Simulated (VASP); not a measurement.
# Rh (I4_1/amd) in VASP: relaxation of cell and atoms with PBEsol

Aim: the relaxation of cell and atoms of Rh with PBEsol.

Program: VASP 6.6.1. These are calculated values, not measurements. Logs are shortened: lines on timing, memory, paths and dates and some standing lists are left out, and cuts for length are marked.

## Step 1: The cell of the first run

Symmetry: I4_1/amd, No. 141, tetragonal system. The conventional cell has a = 4.720 Å, b = 4.720 Å, c = 2.679 Å, α = 90.00°, β = 90.00°, γ = 90.00°. Within 3.2 Å of Rh (site symmetry -4m2) lie 10 Rh at 2.45 to 3.10 Å.

## Step 2: Relaxation of cell and atoms, PBEsol, target pressure 0.87 GPa, at which the enthalpy is minimised

Input file INCAR:

```
PREC = Accurate
ENCUT = 600
EDIFF = 1E-6
ISMEAR = -1
SIGMA = 0.08
LREAL = False
LASPH = True
NELM = 100
ALGO = Normal
ISIF = 3
LWAVE = False
LCHARG = False
GGA = PS
IBRION = 2
NSW = 32
EDIFFG = -0.005
PSTRESS = 8.7
```

Input file KPOINTS:

```
regular mesh
0
Gamma
  17 17 17
```

Input file POSCAR:

```
Rh
1.0
   -2.3600838198      2.3600838198      1.3395519438
    2.3600838198     -2.3600838198      1.3395519438
    2.3600838198      2.3600838198     -1.3395519438
Rh
2
Direct
   -0.3750000000     -0.1250000000     -0.2500000000
    0.3750000000      0.1250000000      0.2500000000
```

Potentials or basis: VASP PAW PBE potentials, release 64 (Rh_pv).

Launch:

```sh
cat potpaw_PBE.64/Rh_pv/POTCAR > POTCAR
mpirun -np 1 vasp_std > vasp.out
```

OUTCAR:

```text
PREC = Accurate
   ENCUT = 600
   EDIFF = 1E-6
   ISMEAR = -1
   LREAL = False
   LASPH = True
   NELM = 100
   ISIF = 3
   GGA = PS
   IBRION = 2
   NSW = 32
   EDIFFG = -0.005
   PSTRESS = 8.7

 ion  position               nearest neighbor table
   1  0.625  0.875  0.750-   2 2.45   2 2.45   2 2.45   2 2.45   2 3.10   2 3.10   2 3.10   2 3.10

   2  0.375  0.125  0.250-   1 2.45   1 2.45   1 2.45   1 2.45   1 3.10   1 3.10   1 3.10   1 3.10

  LATTYP: Found a body centered tetragonal cell.
 ALAT       =     4.7201676396
 C/A-ratio  =     0.5675865970

  Lattice vectors:

 A1 = (  -2.3600838198,   2.3600838198,   1.3395519438)
 A2 = (   2.3600838198,  -2.3600838198,   1.3395519438)
 A3 = (   2.3600838198,   2.3600838198,  -1.3395519438)

Analysis of symmetry for initial positions (statically):
=====================================================================
 Subroutine PRICEL returns:
 Original cell was already a primitive cell.

 Routine SETGRP: Setting up the symmetry group for a
 body centered tetragonal supercell.

 Subroutine GETGRP returns: Found 16 space group operations
 (whereof  4 operations were pure point group operations)
 out of a pool of 16 trial point group operations.

The static configuration has the point symmetry C_2h.
 The point group associated with its full space group is D_4h.

Analysis of symmetry for dynamics (positions and initial velocities):
=====================================================================
 Subroutine PRICEL returns:
 Original cell was already a primitive cell.

 Routine SETGRP: Setting up the symmetry group for a
 body centered tetragonal supercell.

 Subroutine GETGRP returns: Found 16 space group operations
 (whereof  4 operations were pure point group operations)
 out of a pool of 16 trial point group operations.

The dynamic configuration has the point symmetry C_2h.
 The point group associated with its full space group is D_4h.

 Subroutine INISYM returns: Found 16 space group operations
 (whereof  4 operations are pure point group operations),
 and found     1 'primitive' translations

----------------------------------------------------------------------------------------

                                     Primitive cell

  volume of cell :      29.8452

  direct lattice vectors                    reciprocal lattice vectors
    -2.360083820  2.360083820  1.339551944     0.000000000  0.211856882  0.373259135
     2.360083820 -2.360083820  1.339551944     0.211856882  0.000000000  0.373259135
     2.360083820  2.360083820 -1.339551944     0.211856882  0.211856882  0.000000000

  length of vectors
     3.596441392  3.596441392  3.596441392     0.429191939  0.429191939  0.299610876

  position of ions in fractional coordinates (direct lattice)
     0.625000000  0.875000000  0.750000000
     0.375000000  0.125000000  0.250000000

  ion indices of the primitive-cell ions
   primitive index   ion index
                 1           1
                 2           2

----------------------------------------------------------------------------------------

 KPOINTS: regular mesh

Automatic generation of k-mesh.
 Grid dimensions read from file:
 generate k-points for:   17   17   17

 Generating k-lattice:

  Cartesian coordinates                     Fractional coordinates (reciprocal lattice)
     0.000000000  0.012462170  0.021956420     0.058823529  0.000000000 -0.000000000
     0.012462170  0.000000000  0.021956420     0.000000000  0.058823529 -0.000000000
     0.012462170  0.012462170  0.000000000     0.000000000  0.000000000  0.058823529

  Length of vectors
     0.025246585  0.025246585  0.017624169

  Shift w.r.t. Gamma in fractional coordinates (k-lattice)
     0.000000000  0.000000000  0.000000000

 Subroutine IBZKPT returns following result:
 ===========================================

 Found    405 irreducible k-points:

 Following reciprocal coordinates:
            Coordinates               Weight
  0.000000  0.000000  0.000000      1.000000
  0.058824 -0.000000  0.000000      8.000000
  0.117647 -0.000000  0.000000      8.000000
  0.176471 -0.000000  0.000000      8.000000
  0.235294 -0.000000  0.000000      8.000000
  0.294118 -0.000000  0.000000      8.000000
[... 16 lines left out ...]
 -0.176471  0.058824 -0.000000     16.000000
 -0.117647  0.058824 -0.000000     16.000000
 [... further k-points ...]
   k-points           NKPTS =    405   k-points in BZ     NKDIM =    405   number of bands    NBANDS=     19
   number of dos      NEDOS =    301   number of ions     NIONS =      2
   total plane-waves  NPLWV =  27000
   dimension x,y,z NGX =    30 NGY =   30 NGZ =   30
   dimension x,y,z NGXF=    60 NGYF=   60 NGZF=   60
   ions per type =               2
   NGX,Y,Z   is equivalent  to a cutoff of  13.87, 13.87, 13.87 a.u.
   NGXF,Y,Z  is equivalent  to a cutoff of  27.74, 27.74, 27.74 a.u.
 SYSTEM =  unknown system
   PREC   = accura    normal or accurate (medium, high low for compatibility)
   ISTART =      0    job   : 0-new  1-cont  2-samecut
   ICHARG =      2    charge: 1-file 2-atom 10-const
   ISPIN  =      1    spin polarized calculation?
   LNONCOLLINEAR =      F non collinear calculations
   LSORBIT =      F    spin-orbit coupling
   LASPH  =      T    aspherical Exc in radial PAW
   ENCUT  =  600.0 eV  44.10 Ry    6.64 a.u.   7.18  7.18  7.18*2*pi/ulx,y,z
   NELM   =    100;   NELMIN=  2; NELMDL= -5     # of ELM steps
   EDIFF  = 0.1E-05   stopping-criterion for ELM
   LREAL  =      F    real-space projection
   EDIFFG = -.5E-02   stopping-criterion for IOM
   NSW    =     32    number of steps for IOM
   IBRION =      2    ionic relax: 0-MD 1-quasi-New 2-CG
   NFREE  =      1    steps in history (QN), initial steepest desc. (CG)
   ISIF   =      3    stress and relaxation
   ISYM   =      2    0-nonsym 1-usesym 2-fastsym
   POTIM  = 0.5000    time-step for ionic-motion
   TEBEG  =    0.0;   TEEND  =   0.0 temperature during run
   PSTRESS=    8.7 pullay stress
   NELECT =      30.0000    total number of electrons
   NUPDOWN=      -1.0000    fix difference up-down
   EMIN   =  10.00;   EMAX   =-10.00  energy-range for DOS
   EFERMI =   0.00;   METHOD = LEGACY
   ISMEAR =    -1;   SIGMA  =   0.08  broadening in eV -4-tet -1-fermi 0-gaus
   EFERMI_NEDOS =   21; number of points for ismear=-14 and -15
   IALGO  =     38    algorithm
   IMIX   =      4    mixing-type and parameters
     AMIX     =   0.40;   BMIX     =  1.00
     AMIX_MAG =   1.60;   BMIX_MAG =  1.00
  volume/ion in A,a.u.               =      14.92       100.70
  Fermi-wavevector in a.u.,A,eV,Ry     =   1.639924  3.099007 36.590848  2.689351
  Thomas-Fermi vector in A             =   2.730648
   LORBIT       =      0    0 simple, 1 ext, 2 COOP (PROOUT), +10 PAW based schemes
   GGA     = PS    functional components
   LHFCALC =     F    Hartree Fock is set to
   AEXX    =    0.0000 exact exchange contribution
   IVDW    =     0    specifies the selected vdW correction
   LEPSILON=     F    determine dielectric tensor
   LRPA    =     F    only Hartree local field effects (RPA)
 conjugate gradient relaxation of ions
 non-spin polarized calculation
  energy-cutoff  :      600.00
  volume of cell :       29.85
 maximum number of plane-waves:      1014
 NGX is ok and might be reduce to    30
   NGX = 15   NGY = 15   NGZ = 15

--------------------------------------- Ionic step        1  -------------------------------------------

 number of electron      29.9999998 magnetization

 Free energy of the ion-electron system (eV)
  ---------------------------------------------------
  ext. energy  EPLUGINS =         0.00000000
  ---------------------------------------------------
  free energy    TOTEN  =       -15.07047223 eV

  energy without entropy =      -15.01089202  energy(sigma->0) =      -15.04068212

------------------------ aborting loop because EDIFF is reached ----------------------------------------

  FORCE on cell =-STRESS in cart. coord.  units (eV):
  Direction    XX          YY          ZZ          XY          YZ          ZX
  --------------------------------------------------------------------------------------
  -------------------------------------------------------------------------------------
  Total        0.1478227      0.1478227      0.1303312      0.0000000     -0.0000000      0.0000000
  in kB        7.9355538      7.9355538      6.9965623      0.0000000     -0.0000000      0.0000000
  external PRESSURE =      -1.0774433 kB  Pullay stress =       8.7000000 kB

 VOLUME and BASIS-vectors are now :
 -----------------------------------------------------------------------------
  energy-cutoff  :      600.00
  volume of cell :       29.85
      direct lattice vectors                 reciprocal lattice vectors
    -2.360083820  2.360083820  1.339551944     0.000000000  0.211856882  0.373259135
     2.360083820 -2.360083820  1.339551944     0.211856882  0.000000000  0.373259135
     2.360083820  2.360083820 -1.339551944     0.211856882  0.211856882  0.000000000
[... 122 lines left out ...]
  FREE ENERGIE OF THE ION-ELECTRON SYSTEM (eV)
  ---------------------------------------------------
  free  energy   TOTEN  =       -15.0703811487 eV

  energy  without entropy=      -15.0108350419  energy(sigma->0) =      -15.04060810

  enthalpy is  TOTEN    =       -14.9084147080 eV   P V=        0.1619664407

--------------------------------------- Ionic step        5  -------------------------------------------

 number of electron      29.9999998 magnetization

 Free energy of the ion-electron system (eV)
  ---------------------------------------------------
  ext. energy  EPLUGINS =         0.00000000
  ---------------------------------------------------
  free energy    TOTEN  =       -15.07038870 eV

  energy without entropy =      -15.01083970  energy(sigma->0) =      -15.04061420

 E-fermi :  10.4050     XC(G=0): -13.6047

 val. band max:       10.4048944524   @ k =  -0.4118   0.1176  -0.0000
 cond. band min:      10.4054927477   @ k =   0.4118   0.2353   0.0000
 fundamental gap:      0.0005982953
 Fermi energy:        10.4049549752

 k-point     1 :       0.0000    0.0000    0.0000
  band No.  band energies     occupation
      1     -36.4591      2.00000
      2     -36.4591      2.00000
      3     -35.7433      2.00000
      4     -35.7264      2.00000
      5     -35.6734      2.00000
      6     -35.6734      2.00000
[... 11 lines left out ...]
     18      17.3048      0.00000
     19      17.3048      0.00000
[... 485 lines left out ...]
 k-point    24 :      -0.1176    0.0588   -0.0000
  band No.  band energies     occupation
      1     -36.4549      2.00000
      2     -36.4322      2.00000
      3     -35.7828      2.00000
      4     -35.7395      2.00000
      5     -35.6882      2.00000
      6     -35.6661      2.00000
[... 11 lines left out ...]
     18      16.9848      0.00000
     19      17.9109      0.00000

 [... further k-points ...]

------------------------ aborting loop because EDIFF is reached ----------------------------------------

  FORCE on cell =-STRESS in cart. coord.  units (eV):
  Direction    XX          YY          ZZ          XY          YZ          ZX
  --------------------------------------------------------------------------------------
  -------------------------------------------------------------------------------------
  Total        0.1693950      0.1693950      0.1587822     -0.0000000     -0.0000000      0.0000000
  in kB        9.0986317      9.0986317      8.5285916     -0.0000000     -0.0000000      0.0000000
  external PRESSURE =       0.2086183 kB  Pullay stress =       8.7000000 kB

 VOLUME and BASIS-vectors are now :
 -----------------------------------------------------------------------------
  energy-cutoff  :      600.00
  volume of cell :       29.83
      direct lattice vectors                 reciprocal lattice vectors
    -2.359776397  2.359776397  1.339163125     0.000000000  0.211884482  0.373367509
     2.359776397 -2.359776397  1.339163125     0.211884482  0.000000000  0.373367509
     2.359776397  2.359776397 -1.339163125     0.211884482  0.211884482  0.000000000

 POSITION                                       TOTAL-FORCE (eV/Angst)
 -----------------------------------------------------------------------------------
      2.35978      1.17989      1.00437        -0.000000      0.000000     -0.000000
      0.00000      1.17989      0.33479         0.000000     -0.000000      0.000000
 -----------------------------------------------------------------------------------
    total drift:                                0.000000     -0.000000      0.000000

  FREE ENERGIE OF THE ION-ELECTRON SYSTEM (eV)
  ---------------------------------------------------
  free  energy   TOTEN  =       -15.0703886961 eV

  energy  without entropy=      -15.0108396955  energy(sigma->0) =      -15.04061420

  enthalpy is  TOTEN    =       -14.9084152397 eV   P V=        0.1619734563

 reached required accuracy - stopping structural energy minimisation
```

It took 5.2 min on 1 thread of AMD EPYC 9R45 (Zen 5), shared host; peak memory 0.32 GiB.

What came out:

```yaml
Free_energy: -15.0704 eV
Relaxed_volume: 14.91 Å³/atom
Relaxed_cell: a = 3.596 Å, b = 3.596 Å, c = 3.596 Å, α = 97.97°, β = 97.97°, γ = 136.27°
Space_group_after_relaxing_to_0.1_Å: I4_1/amd (No. 141)
Energy_change_on_relaxing_the_run_minimises_the_enthalpy: +0.0 meV/atom
Ionic_steps: 5
Pressure_after_relaxing: 0.9 GPa
Band_gap_on_the_k_mesh: zero (bands 15 and 16 overlap by 2.12 eV)
```

Final structure:
```yaml
crystal:
  lattice:
    - [-2.35978, 2.35978, 1.33916]
    - [2.35978, -2.35978, 1.33916]
    - [2.35978, 2.35978, -1.33916]
  atoms:
    - { symbol: Rh, position: [0.62500, 0.87500, 0.75000] }
    - { symbol: Rh, position: [0.37500, 0.12500, 0.25000] }
```

Caveat: the cell is relaxed towards a set pressure, so the run minimises the enthalpy, not the energy; the PAW data sets were made with another functional, which shifts forces and pressure a little.
